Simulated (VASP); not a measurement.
Here is a VASP 6.6.1 calculation.

The input INCAR:

```
SYSTEM = Si2C
PREC     = Accurate       ! precision mode
ENCUT    = 520            ! plane-wave cutoff, eV
EDIFF    = 1E-6           ! SCF threshold, eV
ISMEAR   = 0              ! smearing method
SIGMA    = 0.1            ! smearing width, eV
LREAL    = .FALSE.        ! projectors in reciprocal space
LASPH    = .TRUE.         ! aspherical terms in the spheres
NELM     = 60             ! most SCF steps
ALGO     = Normal         ! electronic algorithm
ISIF     = 2              ! what is computed and relaxed
LWAVE    = .FALSE.        ! write WAVECAR
LCHARG   = .TRUE.         ! write CHGCAR
GGA      = PE             ! functional
LELF     = .TRUE.         ! ELF
LVHAR    = .TRUE.       
NBANDS   = 21             ! bands
```

KPOINTS

```
regular mesh
0
G
  6 6 4
  0 0 0
```

Contents of POSCAR:

```
Si2C
1.0
    1.3570166900     -7.0512655800      0.0000000000
    1.3570166900      7.0512655800      0.0000000000
    0.0000000000      0.0000000000      4.5153730400
Si C
4 2
Direct
    0.1111111100      0.8888888900      0.2500000000
    0.7777777800      0.2222222200      0.2500000000
    0.2222222200      0.7777777800      0.7500000000
    0.8888888900      0.1111111100      0.7500000000
    0.4444444400      0.5555555600      0.2500000000
    0.5555555600      0.4444444400      0.7500000000
```

Potentials or basis: VASP PAW PBE potentials, release 64 (Si, C).

Launch:

```sh
$ cat potpaw_PBE.64/Si/POTCAR potpaw_PBE.64/C/POTCAR > POTCAR
$ mpirun -np 1 vasp_std > vasp.out
```

**Question.** Estimate the largest force.

**Answer.** 1.342 eV/Å.

**Question.** Predict the pressure.

**Answer.** -14.9 GPa.

**Question.** What does it give for the band gap on the k mesh?

**Answer.** Zero (bands 12 and 13 overlap by 3.17 eV).

Forces on the atoms (eV/Å):
```
Si   0.000  1.342  0.000
Si   0.000 -0.730  0.000
Si   0.000  0.730  0.000
Si   0.000 -1.342  0.000
C    0.000  0.231  0.000
C    0.000 -0.231  0.000
```

Caveat: the k points lie up to 0.39 Å⁻¹ apart, too coarse for converged energies and pressures of a metal; forces of over 1 eV/Å act on the atoms, so gaps and moduli don't describe the material at rest.
